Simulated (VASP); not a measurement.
# CsTa2 in VASP: single point with PBE

Aim: the single point of CsTa2 with PBE.

Program: VASP 6.6.1. These are calculated values, not measurements. Logs are shortened: lines on timing, memory, paths and dates and some standing lists are left out, and cuts for length are marked.

## 1. The cell of the first run

The typed cell holds 6 atoms: a = 2.987 Å, b = 5.072 Å, c = 8.847 Å, α = 89.97°, β = 89.84°, γ = 90.02°.

## 2. Single point, PBE

Input file INCAR:

```
SYSTEM = CsTa2
PREC = Accurate
ENCUT = 520
EDIFF = 1E-7
ISMEAR = 0
SIGMA = 0.2
LREAL = .False.
LASPH = .True.
NELM = 60
ALGO = Fast
ISIF = 2
LWAVE = .False.
LCHARG = .False.
GGA = PE
NBANDS = 40
```

Input file KPOINTS:

```
Automatic mesh
0
Gamma
  8 4 4
  0 0 0
```

Input file POSCAR:

```
CsTa2
1.0
   -0.0031790640      0.0024537494     -2.9867949294
   -2.5375835083     -4.3917421445      0.0004519499
   -7.6620338016      4.4221153929     -0.0127056510
Cs Ta
2 4
Direct
    0.7498693876     -0.0000037306      0.9991245944
    0.2501269059      0.5000050785      0.5008730938
    0.7494920528      0.5001236416      0.8404465807
    0.7477824127      1.0000915524      0.3266543651
    0.2504639791     -0.0001222879      0.6595333905
    0.2522652620      0.4999057460      0.1733679755
```

Potentials or basis: VASP PAW PBE potentials, release 64 (Cs_sv, Ta_pv).

Started as:

```
> cat potpaw_PBE.64/Cs_sv/POTCAR potpaw_PBE.64/Ta_pv/POTCAR > POTCAR
> mpirun -np 1 vasp_std > vasp.out
```

OUTCAR:

```text
SYSTEM = CsTa2
   PREC = Accurate
   ENCUT = 520
   EDIFF = 1E-7
   ISMEAR = 0
   LREAL = .False.
   LASPH = .True.
   NELM = 60
   ISIF = 2
   GGA = PE

 ion  position               nearest neighbor table
   1  0.750  1.000  0.999-   4 2.90   3 2.90   3 2.90   6 3.32   6 3.32   6 3.33   6 3.33   5 3.35
                             5 3.36
   2  0.250  0.500  0.501-   6 2.90   5 2.90   5 2.90   4 3.32   4 3.32   4 3.33   4 3.33   3 3.35
                             3 3.36
   3  0.749  0.500  0.840-   1 2.90   1 2.90   6 3.29   6 3.31   5 3.35   5 3.35   5 3.35   2 3.35
                             5 3.35   2 3.36
   4  0.748  0.000  0.327-   1 2.90   6 3.24   6 3.24   6 3.24   6 3.25   5 3.29   5 3.31   2 3.32
                             2 3.32   2 3.33   2 3.33
   5  0.250  1.000  0.660-   2 2.90   2 2.90   4 3.29   4 3.31   3 3.35   3 3.35   3 3.35   1 3.35
                             3 3.35   1 3.36
   6  0.252  0.500  0.173-   2 2.90   4 3.24   4 3.24   4 3.24   4 3.25   3 3.29   3 3.31   1 3.32
                             1 3.32   1 3.33   1 3.33

  LATTYP: Found a triclinic cell.
 ALAT       =     9.3293446699
 B/A-ratio  =     0.3201508503
 C/A-ratio  =     0.5436772374
 COS(alpha) =     0.0002679282
 COS(beta)  =     0.0005560733
 COS(gamma) =     0.3175253923

  Lattice vectors:

 A1 = (   7.6588547376,  -4.4196616435,  -2.9740892784)
 A2 = (  -0.0031790640,   0.0024537494,  -2.9867949294)
 A3 = (   2.5375835083,   4.3917421445,  -0.0004519499)

Analysis of symmetry for initial positions (statically):
=====================================================================
 Subroutine PRICEL returns:
 Original cell was already a primitive cell.

 Routine SETGRP: Setting up the symmetry group for a
 triclinic supercell.

 Subroutine GETGRP returns: Found  1 space group operations
 (whereof  1 operations were pure point group operations)
 out of a pool of  2 trial point group operations.

The static configuration has the point symmetry C_1 .

Analysis of symmetry for dynamics (positions and initial velocities):
=====================================================================
 Subroutine PRICEL returns:
 Original cell was already a primitive cell.

 Routine SETGRP: Setting up the symmetry group for a
 triclinic supercell.

 Subroutine GETGRP returns: Found  1 space group operations
 (whereof  1 operations were pure point group operations)
 out of a pool of  2 trial point group operations.

The dynamic configuration has the point symmetry C_1 .

 Subroutine INISYM returns: Found  1 space group operations
 (whereof  1 operations are pure point group operations),
 and found     1 'primitive' translations

----------------------------------------------------------------------------------------

                                     Primitive cell

  volume of cell :     134.0207

  direct lattice vectors                    reciprocal lattice vectors
    -0.003179064  0.002453749 -2.986794929     0.000401441 -0.000266410 -0.334807696
    -2.537583508 -4.391742145  0.000451950    -0.098551344 -0.170756326 -0.000035386
    -7.662033802  4.422115393 -0.012705651    -0.097874668  0.056552776  0.000150635

  length of vectors
     2.986797629  5.072152337  8.846582841     0.334808043  0.197154993  0.113038444

  position of ions in fractional coordinates (direct lattice)
     0.749869388  0.999996269  0.999124594
     0.250126906  0.500005079  0.500873094
     0.749492053  0.500123642  0.840446581
     0.747782413  0.000091552  0.326654365
     0.250463979  0.999877712  0.659533391
     0.252265262  0.499905746  0.173367975

  ion indices of the primitive-cell ions
   primitive index   ion index
                 1           1
                 2           2
                 3           3
                 4           4
                 5           5
                 6           6

----------------------------------------------------------------------------------------

 KPOINTS: Automatic mesh

Automatic generation of k-mesh.
 Grid dimensions read from file:
 generate k-points for:    8    4    4

 Generating k-lattice:

  Cartesian coordinates                     Fractional coordinates (reciprocal lattice)
     0.000050180 -0.000033301 -0.041850962     0.125000000  0.000000000  0.000000000
    -0.024637836 -0.042689081 -0.000008847     0.000000000  0.250000000  0.000000000
    -0.024468667  0.014138194  0.000037659     0.000000000  0.000000000  0.250000000

  Length of vectors
     0.041851005  0.049288748  0.028259611

  Shift w.r.t. Gamma in fractional coordinates (k-lattice)
     0.000000000  0.000000000  0.000000000

 Subroutine IBZKPT returns following result:
 ===========================================

 Found     68 irreducible k-points:

 Following reciprocal coordinates:
            Coordinates               Weight
  0.000000  0.000000  0.000000      1.000000
  0.125000  0.000000 -0.000000      2.000000
  0.250000  0.000000 -0.000000      2.000000
  0.375000 -0.000000 -0.000000      2.000000
  0.500000  0.000000 -0.000000      1.000000
 -0.000000  0.250000 -0.000000      2.000000
[... 16 lines left out ...]
  0.500000  0.000000  0.250000      2.000000
 -0.375000  0.000000  0.250000      2.000000
 [... further k-points ...]
   k-points           NKPTS =     68   k-points in BZ     NKDIM =     68   number of bands    NBANDS=     40
   number of dos      NEDOS =    301   number of ions     NIONS =      6
   total plane-waves  NPLWV =  67200
   dimension x,y,z NGX =    24 NGY =   40 NGZ =   70
   dimension x,y,z NGXF=    48 NGYF=   80 NGZF=  140
   ions per type =               2   4
   NGX,Y,Z   is equivalent  to a cutoff of  13.36, 13.11, 13.15 a.u.
   NGXF,Y,Z  is equivalent  to a cutoff of  26.72, 26.22, 26.31 a.u.
 SYSTEM =  CsTa2
   PREC   = accura    normal or accurate (medium, high low for compatibility)
   ISTART =      0    job   : 0-new  1-cont  2-samecut
   ICHARG =      2    charge: 1-file 2-atom 10-const
   ISPIN  =      1    spin polarized calculation?
   LNONCOLLINEAR =      F non collinear calculations
   LSORBIT =      F    spin-orbit coupling
   LASPH  =      T    aspherical Exc in radial PAW
   ENCUT  =  520.0 eV  38.22 Ry    6.18 a.u.   5.55  9.43 16.45*2*pi/ulx,y,z
   NELM   =     60;   NELMIN=  2; NELMDL= -5     # of ELM steps
   EDIFF  = 0.1E-06   stopping-criterion for ELM
   LREAL  =      F    real-space projection
   EDIFFG = 0.1E-05   stopping-criterion for IOM
   NSW    =      0    number of steps for IOM
   IBRION =     -1    ionic relax: 0-MD 1-quasi-New 2-CG
   NFREE  =      0    steps in history (QN), initial steepest desc. (CG)
   ISIF   =      2    stress and relaxation
   ISYM   =      2    0-nonsym 1-usesym 2-fastsym
   POTIM  = 0.5000    time-step for ionic-motion
   TEBEG  =    0.0;   TEEND  =   0.0 temperature during run
   PSTRESS=    0.0 pullay stress
   NELECT =      62.0000    total number of electrons
   NUPDOWN=      -1.0000    fix difference up-down
   EMIN   =  10.00;   EMAX   =-10.00  energy-range for DOS
   EFERMI =   0.00;   METHOD = LEGACY
   ISMEAR =     0;   SIGMA  =   0.20  broadening in eV -4-tet -1-fermi 0-gaus
   EFERMI_NEDOS =   21; number of points for ismear=-14 and -15
   IALGO  =     68    algorithm
   IMIX   =      4    mixing-type and parameters
     AMIX     =   0.40;   BMIX     =  1.00
     AMIX_MAG =   1.60;   BMIX_MAG =  1.00
  volume/ion in A,a.u.               =      22.34       150.74
  Fermi-wavevector in a.u.,A,eV,Ry     =   1.266139  2.392656 21.811612  1.603108
  Thomas-Fermi vector in A             =   2.399356
   LORBIT       =      0    0 simple, 1 ext, 2 COOP (PROOUT), +10 PAW based schemes
   GGA     = PE    functional components
   LHFCALC =     F    Hartree Fock is set to
   AEXX    =    0.0000 exact exchange contribution
   IVDW    =     0    specifies the selected vdW correction
   LEPSILON=     F    determine dielectric tensor
   LRPA    =     F    only Hartree local field effects (RPA)
 non-spin polarized calculation
 RMM-DIIS sequential band-by-band and
 Gauss-broadening in eV      SIGMA  =   0.20
  energy-cutoff  :      520.00
  volume of cell :      134.02
 maximum number of plane-waves:      3632
 NGX is ok and might be reduce to    24
   NGX = 11   NGY = 19   NGZ = 33

 number of electron      61.9999996 magnetization

 Free energy of the ion-electron system (eV)
  ---------------------------------------------------
  ext. energy  EPLUGINS =         0.00000000
  ---------------------------------------------------
  free energy    TOTEN  =       -38.21673626 eV

  energy without entropy =      -38.09815463  energy(sigma->0) =      -38.15744544

 E-fermi :   5.4676     XC(G=0): -11.6331

 val. band max:        5.4645799534   @ k =  -0.0000   0.5000   0.5000
 cond. band min:       5.4691969660   @ k =   0.0000   0.0000   0.2500
 fundamental gap:      0.0046170125
 Fermi energy:         5.4676120572

 k-point     1 :       0.0000    0.0000    0.0000
  band No.  band energies     occupation
      1     -29.3045      2.00000
      2     -29.2520      2.00000
      3     -29.2207      2.00000
      4     -29.2171      2.00000
      5     -29.1313      2.00000
      6     -29.0711      2.00000
[... 32 lines left out ...]
     39       7.7874      0.00000
     40       8.2277      0.00000

 k-point     2 :       0.1250    0.0000   -0.0000
  band No.  band energies     occupation
      1     -29.2899      2.00000
      2     -29.2384      2.00000
      3     -29.2114      2.00000
      4     -29.1993      2.00000
      5     -29.1298      2.00000
      6     -29.0684      2.00000
[... 32 lines left out ...]
     39       7.9365      0.00000
     40       8.2065      0.00000

 k-point     3 :       0.2500    0.0000   -0.0000
  band No.  band energies     occupation
      1     -29.2517      2.00000
      2     -29.2052      2.00000
      3     -29.1927      2.00000
      4     -29.1518      2.00000
      5     -29.1291      2.00000
      6     -29.0691      2.00000
[... 32 lines left out ...]
     39       7.8422      0.00000
     40       7.9898      0.00000

 k-point     4 :       0.3750   -0.0000   -0.0000
  band No.  band energies     occupation
      1     -29.2041      2.00000
      2     -29.1964      2.00000
      3     -29.1856      2.00000
      4     -29.1376      2.00000
      5     -29.1004      2.00000
      6     -29.0894      2.00000
[... 32 lines left out ...]
     39       8.3666      0.00000
     40       8.5935      0.00000
[... 772 lines left out ...]
     39       8.2784      0.00000
     40       8.4689      0.00000

 k-point    23 :       0.5000    0.0000    0.2500
  band No.  band energies     occupation
      1     -29.2133      2.00000
      2     -29.2128      2.00000
      3     -29.1630      2.00000
      4     -29.1625      2.00000
      5     -29.1407      2.00000
      6     -29.1399      2.00000
[... 32 lines left out ...]
     39       8.2741      0.00000
     40       8.2801      0.00000

 k-point    24 :      -0.3750    0.0000    0.2500
  band No.  band energies     occupation
      1     -29.2040      2.00000
      2     -29.1943      2.00000
      3     -29.1859      2.00000
      4     -29.1378      2.00000
      5     -29.1049      2.00000
      6     -29.0893      2.00000
[... 32 lines left out ...]
     39       8.2661      0.00000
     40       8.6545      0.00000

 [... further k-points ...]

------------------------ aborting loop because EDIFF is reached ----------------------------------------

  FORCE on cell =-STRESS in cart. coord.  units (eV):
  Direction    XX          YY          ZZ          XY          YZ          ZX
  --------------------------------------------------------------------------------------
  -------------------------------------------------------------------------------------
  Total        1.1223245      1.1973977      0.6598339      0.0566032      0.0072416     -0.0068277
  in kB       13.4170529     14.3145303      7.8881164      0.6766742      0.0865714     -0.0816227
  external PRESSURE =      11.8732332 kB  Pullay stress =       0.0000000 kB

 VOLUME and BASIS-vectors are now :
 -----------------------------------------------------------------------------
  energy-cutoff  :      520.00
  volume of cell :      134.02
      direct lattice vectors                 reciprocal lattice vectors
    -0.003179064  0.002453749 -2.986794929     0.000401441 -0.000266410 -0.334807696
    -2.537583508 -4.391742145  0.000451950    -0.098551344 -0.170756326 -0.000035386
    -7.662033802  4.422115393 -0.012705651    -0.097874668  0.056552776  0.000150635

 POSITION                                       TOTAL-FORCE (eV/Angst)
 -----------------------------------------------------------------------------------
    -10.19528      0.02836     -2.25195         0.014827     -0.008671      0.000369
     -5.10731      0.01964     -0.75322        -0.014967      0.008823     -0.000409
     -7.71102      1.52198     -2.24903         0.035870     -0.020579     -0.002454
     -2.50545      1.44594     -2.23762        -0.018001      0.011539      0.000579
     -7.59144     -1.47406     -0.75601        -0.036403      0.020906      0.002442
     -2.59771     -1.42818     -0.75544         0.018674     -0.012018     -0.000527
 -----------------------------------------------------------------------------------
    total drift:                                0.000004     -0.000001      0.000001

  FREE ENERGIE OF THE ION-ELECTRON SYSTEM (eV)
  ---------------------------------------------------
  free  energy   TOTEN  =       -38.2167362587 eV

  energy  without entropy=      -38.0981546271  energy(sigma->0) =      -38.15744544
```

Wall time 4.7 min (1 thread of AMD EPYC 9R45 (Zen 5), shared host); peak memory 0.4 GiB.

What came out:

```yaml
Free_energy: -38.2167 eV
Pressure: 1.2 GPa
Largest_force: 0.042 eV/Å
Band_gap_on_the_k_mesh: zero (bands 31 and 32 overlap by 1.35 eV)
```

Forces on the atoms (eV/Å):
```
Cs   0.015 -0.009  0.000
Cs  -0.015  0.009  0.000
Ta   0.036 -0.021 -0.002
Ta  -0.018  0.012  0.001
Ta  -0.036  0.021  0.002
Ta   0.019 -0.012 -0.001
```

Caveat: spin-orbit coupling is left out, which moves the levels of the heavy elements.
